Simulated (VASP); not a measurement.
# KF (R-3m) in VASP: notebook

The runs below take KF through single point, with LDA.

Everything below comes from runs of VASP 6.6.1. Logs are shortened: lines on timing, memory, paths and dates and some standing lists are left out, and cuts for length are marked.

## 1. The cell of the first run

The structure is trigonal, space group R-3m (No. 166). The conventional cell has a = 3.767 Å, b = 3.767 Å, c = 8.937 Å, α = 90.00°, β = 90.00°, γ = 120.00°. Within 3.5 Å of K (site symmetry -3m) lie 6 F at 2.64 Å. F (site symmetry -3m) has 6 K at 2.64 Å within 3.5 Å.

## 2. Single point, LDA

File INCAR:

```
PREC = Accurate
ENCUT = 520
EDIFF = 1E-6
ISMEAR = 0
SIGMA = 0.05
LREAL = False
LASPH = True
NELM = 80
ALGO = Normal
ISIF = 2
LWAVE = False
LCHARG = True
GGA = CA
LELF = True
LVHAR = True
NBANDS = 15
```

File KPOINTS:

```
regular mesh
0
Gamma
  8 8 8
```

File POSCAR:

```
KF
1.0
   -0.0561219094      2.6078927765      2.6078927765
    2.6078927765     -0.0561219094      2.6078927765
    2.6078927765      2.6078927765     -0.0561219094
K F
1 1
Direct
    0.0000000000      0.0000000000      0.0000000000
    0.5000000000      0.5000000000      0.5000000000
```

Potentials or basis: VASP PAW LDA potentials, release 64 (K_sv, F).

Started as:

```console
$ cat potpaw_LDA.64/K_sv/POTCAR potpaw_LDA.64/F/POTCAR > POTCAR
$ mpirun -np 1 vasp_std > vasp.out
```

OUTCAR:

```text
PREC = Accurate
   ENCUT = 520
   EDIFF = 1E-6
   ISMEAR = 0
   LREAL = False
   LASPH = True
   NELM = 80
   ISIF = 2
   GGA = CA

 ion  position               nearest neighbor table
   1  0.000  0.000  0.000-   2 2.64   2 2.64   2 2.64   2 2.64   2 2.64   2 2.64
   2  0.500  0.500  0.500-   1 2.64   1 2.64   1 2.64   1 2.64   1 2.64   1 2.64

  LATTYP: Found a trigonal (rhomboedric) cell.
 ALAT       =     3.6885443113
 COS(alpha) =     0.4783692091

  Lattice vectors:

 A1 = (  -0.0561219094,   2.6078927765,   2.6078927765)
 A2 = (   2.6078927765,  -0.0561219094,   2.6078927765)
 A3 = (   2.6078927765,   2.6078927765,  -0.0561219094)

Analysis of symmetry for initial positions (statically):
=====================================================================
 Subroutine PRICEL returns:
 Original cell was already a primitive cell.

 Routine SETGRP: Setting up the symmetry group for a
 trigonal (rhombohedral) supercell.

 Subroutine GETGRP returns: Found 12 space group operations
 (whereof 12 operations were pure point group operations)
 out of a pool of 12 trial point group operations.

The static configuration has the point symmetry D_3d.

Analysis of symmetry for dynamics (positions and initial velocities):
=====================================================================
 Subroutine PRICEL returns:
 Original cell was already a primitive cell.

 Routine SETGRP: Setting up the symmetry group for a
 trigonal (rhombohedral) supercell.

 Subroutine GETGRP returns: Found 12 space group operations
 (whereof 12 operations were pure point group operations)
 out of a pool of 12 trial point group operations.

The dynamic configuration has the point symmetry D_3d.

 Subroutine INISYM returns: Found 12 space group operations
 (whereof 12 operations are pure point group operations),
 and found     1 'primitive' translations

----------------------------------------------------------------------------------------

                                     Primitive cell

  volume of cell :      36.6180

  direct lattice vectors                    reciprocal lattice vectors
    -0.056121909  2.607892776  2.607892776    -0.185645176  0.189728130  0.189728130
     2.607892776 -0.056121909  2.607892776     0.189728130 -0.185645176  0.189728130
     2.607892776  2.607892776 -0.056121909     0.189728130  0.189728130 -0.185645176

  length of vectors
     3.688544311  3.688544311  3.688544311     0.326278497  0.326278497  0.326278497

  position of ions in fractional coordinates (direct lattice)
     0.000000000  0.000000000  0.000000000
     0.500000000  0.500000000  0.500000000

  ion indices of the primitive-cell ions
   primitive index   ion index
[... 88 lines left out ...]
   EFERMI =   0.00;   METHOD = LEGACY
   ISMEAR =     0;   SIGMA  =   0.05  broadening in eV -4-tet -1-fermi 0-gaus
   EFERMI_NEDOS =   21; number of points for ismear=-14 and -15
   IALGO  =     38    algorithm
   IMIX   =      4    mixing-type and parameters
     AMIX     =   0.40;   BMIX     =  1.00
     AMIX_MAG =   1.60;   BMIX_MAG =  1.00
  volume/ion in A,a.u.               =      18.31       123.56
  Fermi-wavevector in a.u.,A,eV,Ry     =   1.242272  2.347553 20.997044  1.543239
  Thomas-Fermi vector in A             =   2.376633
   LORBIT       =      0    0 simple, 1 ext, 2 COOP (PROOUT), +10 PAW based schemes
   GGA     = CA    functional components
   LHFCALC =     F    Hartree Fock is set to
   AEXX    =    0.0000 exact exchange contribution
   IVDW    =     0    specifies the selected vdW correction
   LEPSILON=     F    determine dielectric tensor
   LRPA    =     F    only Hartree local field effects (RPA)
 non-spin polarized calculation
 Gauss-broadening in eV      SIGMA  =   0.05
  energy-cutoff  :      520.00
  volume of cell :       36.62
 maximum number of plane-waves:       997
   NGX = 13   NGY = 13   NGZ = 13

 number of electron      16.0000010 magnetization

 Free energy of the ion-electron system (eV)
  ---------------------------------------------------
  ext. energy  EPLUGINS =         0.00000000
  ---------------------------------------------------
  free energy    TOTEN  =        -9.05726537 eV

  energy without entropy =       -9.05726537  energy(sigma->0) =       -9.05726537

 E-fermi :  -2.8324     XC(G=0):  -9.3154

 val. band max:       -3.0950612404   @ k =   0.0000   0.0000   0.0000
 cond. band min:       2.8832825347   @ k =   0.0000   0.0000   0.0000
 fundamental gap:      5.9783437752
 Fermi energy:        -2.8323893956

 k-point     1 :       0.0000    0.0000    0.0000
  band No.  band energies     occupation
      1     -28.6480      2.00000
      2     -21.3543      2.00000
      3     -12.0922      2.00000
      4     -12.0922      2.00000
      5     -12.0713      2.00000
      6      -3.1249      2.00000
      7      -3.1249      2.00000
      8      -3.0951      2.00000
      9       2.8833      0.00000
     10       7.3797      0.00000
     11       7.3797      0.00000
     12       7.7467      0.00000
     13       9.3023      0.00000
     14       9.3023      0.00000
[... 401 lines left out ...]
      2     -21.4318      2.00000
      3     -12.3006      2.00000
      4     -12.2069      2.00000
      5     -12.0939      2.00000
      6      -3.7610      2.00000
      7      -3.4585      2.00000
      8      -3.2326      2.00000
      9       5.1101      0.00000
     10       6.5982      0.00000
     11       8.4432      0.00000
     12       8.8335      0.00000
     13      10.1174      0.00000
     14      10.5203      0.00000
     15      15.2671      0.00000

 [... further k-points ...]

------------------------ aborting loop because EDIFF is reached ----------------------------------------

  FORCE on cell =-STRESS in cart. coord.  units (eV):
  Direction    XX          YY          ZZ          XY          YZ          ZX
  --------------------------------------------------------------------------------------
  -------------------------------------------------------------------------------------
  Total       -0.5075417     -0.5075417     -0.5075417      0.0669436      0.0669436      0.0669436
  in kB      -22.2068859    -22.2068859    -22.2068859      2.9290371      2.9290371      2.9290371
  external PRESSURE =     -22.2068859 kB  Pullay stress =       0.0000000 kB

 VOLUME and BASIS-vectors are now :
 -----------------------------------------------------------------------------
  energy-cutoff  :      520.00
  volume of cell :       36.62
      direct lattice vectors                 reciprocal lattice vectors
    -0.056121909  2.607892776  2.607892776    -0.185645176  0.189728130  0.189728130
     2.607892776 -0.056121909  2.607892776     0.189728130 -0.185645176  0.189728130
     2.607892776  2.607892776 -0.056121909     0.189728130  0.189728130 -0.185645176

 POSITION                                       TOTAL-FORCE (eV/Angst)
 -----------------------------------------------------------------------------------
      0.00000      0.00000      0.00000        -0.000000     -0.000000     -0.000000
      2.57983      2.57983      2.57983         0.000000      0.000000      0.000000
 -----------------------------------------------------------------------------------
    total drift:                                0.000000      0.000000      0.000000

  FREE ENERGIE OF THE ION-ELECTRON SYSTEM (eV)
  ---------------------------------------------------
  free  energy   TOTEN  =        -9.0572653714 eV

  energy  without entropy=       -9.0572653714  energy(sigma->0) =       -9.05726537
```

OSZICAR:

```text
N       E                     dE             d eps       ncg     rms          rms(c)
DAV:   1     0.115928243957E+03    0.11593E+03   -0.81476E+03  1950   0.104E+03
DAV:   2    -0.538233073394E+01   -0.12131E+03   -0.10860E+03  2441   0.292E+02
DAV:   3    -0.101252791832E+02   -0.47429E+01   -0.47193E+01  2588   0.525E+01
DAV:   4    -0.102488221644E+02   -0.12354E+00   -0.12353E+00  2536   0.834E+00
DAV:   5    -0.102509838331E+02   -0.21617E-02   -0.21616E-02  2736   0.864E-01    0.615E+00
DAV:   6    -0.913541020793E+01    0.11156E+01   -0.31327E+00  2006   0.149E+01    0.430E+00
DAV:   7    -0.908443034036E+01    0.50980E-01   -0.79638E-02  2517   0.221E+00    0.256E+00
DAV:   8    -0.905717484714E+01    0.27255E-01   -0.47722E-02  2419   0.213E+00    0.213E-01
DAV:   9    -0.905713668343E+01    0.38164E-04   -0.29751E-03  2230   0.473E-01    0.983E-02
DAV:  10    -0.905726389338E+01   -0.12721E-03   -0.26955E-04  2518   0.174E-01    0.485E-02
DAV:  11    -0.905726523390E+01   -0.13405E-05   -0.43605E-05  2626   0.762E-02    0.138E-02
DAV:  12    -0.905726537144E+01   -0.13755E-06   -0.49086E-06  2282   0.252E-02
   1 F= -.90572654E+01 E0= -.90572654E+01  d E =-.578010E-16
```

stdout:

```text
POSCAR found type information on POSCAR K F
 POSCAR found :  2 types and       2 ions
 scaLAPACK will be used
 LDA part: xc-table for (Slater(with rela. corr.)+CA(PZ))
 , standard interpolation
 POSCAR, INCAR and KPOINTS ok, starting setup
 FFT: planning ... GRIDC
 FFT: planning ... GRID_SOFT
 FFT: planning ... GRID
 WAVECAR not read
 entering main loop
```

Wall time 29 s (1 thread of Intel Xeon Platinum 8259CL at 2.50GHz (Skylake/Cascade Lake), shared host); peak memory 0.16 GiB.

Results:

```
Free energy            : -9.0573 eV
Pressure               : -2.2 GPa
Band gap on the k mesh : 5.98 eV, direct
```

A k mesh can miss the band edges. LDA gaps usually lie below the measured ones, often by a third to a half.

## 3. Single point, LDA

This run uses another cell than the first one, of 17.76 Å³/atom, 0.970 times its volume.

File INCAR:

```
  PREC = Accurate
  ENCUT = 520
  EDIFF = 1E-7
  ISMEAR = 0
  SIGMA = 0.05
  LREAL = F
  LASPH = T
  NELM = 60
  ALGO = Normal
  ISIF = 2
  LWAVE = F
  LCHARG = F
  GGA = CA
  NBANDS = 15
```

KPOINTS is that of step 2.

File POSCAR:

```
KF
1.0
    0.0280265857      2.6230808215      2.6230808215
    2.6230808215      0.0280265857      2.6230808215
    2.6230808215      2.6230808215      0.0280265857
K F
1 1
Direct
    0.0000000000      0.0000000000      0.0000000000
    0.5000000000      0.5000000000      0.5000000000
```

Potentials or basis: VASP PAW LDA potentials, release 64 (K_sv, F).

Started as:

```console
$ cat potpaw_LDA.64/K_sv/POTCAR potpaw_LDA.64/F/POTCAR > POTCAR
$ mpirun -np 1 vasp_std > vasp.out
```

Wall time 24 s (1 thread of Intel Xeon Platinum 8375C at 2.90GHz (Ice Lake), shared host); peak memory 0.16 GiB.

Results (log left out):

| Item | Value |
| --- | --- |
| Free energy | -9.0691 eV |
| Pressure | -1.1 GPa |
| Band gap on the k mesh | 6.16 eV, direct |

Stress tensor (GPa, compression positive):
```
-1.12 -0.16 -0.16
-0.16 -1.12 -0.16
-0.16 -0.16 -1.12
```

Levels at points of the mesh, in eV from the valence-band top:
| k point | band 4 | band 5 | band 6 | band 7 | band 8 | band 9 | band 10 | band 11 | band 12 | band 13 |
| --- | --- | --- | --- | --- | --- | --- | --- | --- | --- | --- |
| (0.00, 0.00, 0.00) | -8.86 | -8.86 | -0.02 | 0.00 | 0.00 | 6.16 | 10.57 | 10.75 | 10.75 | 12.53 |
| (0.50, 0.00, 0.00) | -8.91 | -8.91 | -0.94 | -0.46 | -0.43 | 9.08 | 10.76 | 12.22 | 12.39 | 14.76 |
| (0.50, 0.50, 0.00) | -9.16 | -9.15 | -0.17 | -0.05 | -0.03 | 7.93 | 10.51 | 11.96 | 13.95 | 14.72 |
| (0.50, 0.50, 0.50) | -8.90 | -8.90 | -0.94 | -0.41 | -0.41 | 9.03 | 10.69 | 12.28 | 12.28 | 14.77 |

A k mesh can miss the band edges. A hybrid or GW would open this gap; LDA tends to underestimate it.

## 4. Single point, LDA

This run uses another cell than the first one, of 17.76 Å³/atom, 0.970 times its volume.

File INCAR:

```
SYSTEM = KF
  ALGO = Normal
  EDIFF = 1E-6
  ENCUT = 520
  GGA = CA
  ISIF = 2
  ISMEAR = 0
  LASPH = .TRUE.
  LCHARG = .FALSE.
  LREAL = .FALSE.
  LWAVE = .FALSE.
  NBANDS = 15
  NELM = 60
  PREC = Accurate
  SIGMA = 0.05
```

File KPOINTS:

```
k-points
0
G
  8 8 8
  0 0 0
```

File POSCAR:

```
KF
1.0
   -0.0555542215      2.5815132527      2.5815132527
    2.5815132527     -0.0555542215      2.5815132527
    2.5815132527      2.5815132527     -0.0555542215
K F
1 1
Direct
    0.0000000000      0.0000000000      0.0000000000
    0.5000000000      0.5000000000      0.5000000000
```

Started as:

```console
$ cat potpaw_LDA.64/K_sv/POTCAR potpaw_LDA.64/F/POTCAR > POTCAR
$ mpirun -np 1 vasp_std > vasp.out
```

Run time: 24 s. Hardware: 1 thread of Intel Xeon Platinum 8375C at 2.90GHz (Ice Lake), shared host; peak memory 0.16 GiB.

It converged, with:

| Item | Value |
| --- | --- |
| Free energy | -9.0676 eV |
| Pressure | -1.1 GPa |
| Band gap on the k mesh | 6.14 eV, direct |

Stress tensor (GPa, compression positive):
```
-1.13  0.28  0.28
 0.28 -1.13  0.28
 0.28  0.28 -1.13
```

Levels at points of the mesh, in eV from the valence-band top:
```csv
k point,band 5,band 6,band 7,band 8,band 9,band 10,band 11,band 12
"(0.00, 0.00, 0.00)",-8.87,-0.03,-0.03,0.00,6.14,10.55,10.55,10.93
"(0.50, 0.00, 0.00)",-8.92,-0.95,-0.46,-0.41,9.02,10.70,12.10,12.44
"(0.50, 0.50, 0.00)",-9.15,-0.19,-0.07,-0.04,7.91,10.49,11.95,13.93
"(0.50, 0.50, 0.50)",-8.95,-0.96,-0.50,-0.50,9.12,10.82,12.32,12.32
```

A k mesh can miss the band edges. Expect the measured gap to be larger: semilocal functionals such as LDA lack the derivative discontinuity.

[end of part 1 of 2]
